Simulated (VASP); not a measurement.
CoSi4:

```
CELL_PARAMETERS angstrom
4.29995 0.00000 0.00000
0.00000 4.29995 0.00000
0.00000 0.00000 4.29995
ATOMIC_POSITIONS crystal
Co 0.00000 0.00000 0.00000
Si 0.28976 0.28976 0.28976
Si 0.71024 0.71024 0.28976
Si 0.28976 0.71024 0.71024
Si 0.71024 0.28976 0.71024
```

The cell was generated, and may not be a known phase.

```yaml
Program: VASP 6.6.1
Task: relaxation of cell and atoms
Functional: PBE
Potentials_or_basis: VASP PAW PBE potentials, release 64 (Co, Si)
Cutoff: 600 eV
k_mesh: 10 × 10 × 10
Occupations: gaussian, width 0.1 eV
Spin: no spin polarisation
```

At the start: pressure -0.7 GPa; volume 15.90 Å³/atom.

Q: Where does the relaxation end?

A: Over 5 steps the energy falls by 4.4 meV/atom and the volume is 15.76 Å³/atom (-0.9 %); space group P-43m (No. 215, to 0.1 Å) before and after.

Step by step:
```csv
step,energy change (eV),largest force (eV/Å),pressure (GPa),volume (Å³)
1,0.0000,0.4333,-0.69,79.50
2,-0.0220,0.0476,0.01,78.72
3,-0.0222,0.0046,0.12,78.63
4,-0.0222,0.0135,0.11,78.65
5,-0.0222,0.0046,-0.06,78.78
```

Final structure:
```
Co Si
1.0
     4.28691    0.00000    0.00000
     0.00000    4.28691    0.00000
     0.00000    0.00000    4.28691
Co Si
1 4
Cartesian
  0.0000 0.0000 0.0000
  1.2555 1.2555 1.2555
  3.0314 3.0314 1.2555
  1.2555 3.0314 3.0314
  3.0314 1.2555 3.0314
```

Caveat: the run has no spin polarisation, though such a crystal can be magnetic.
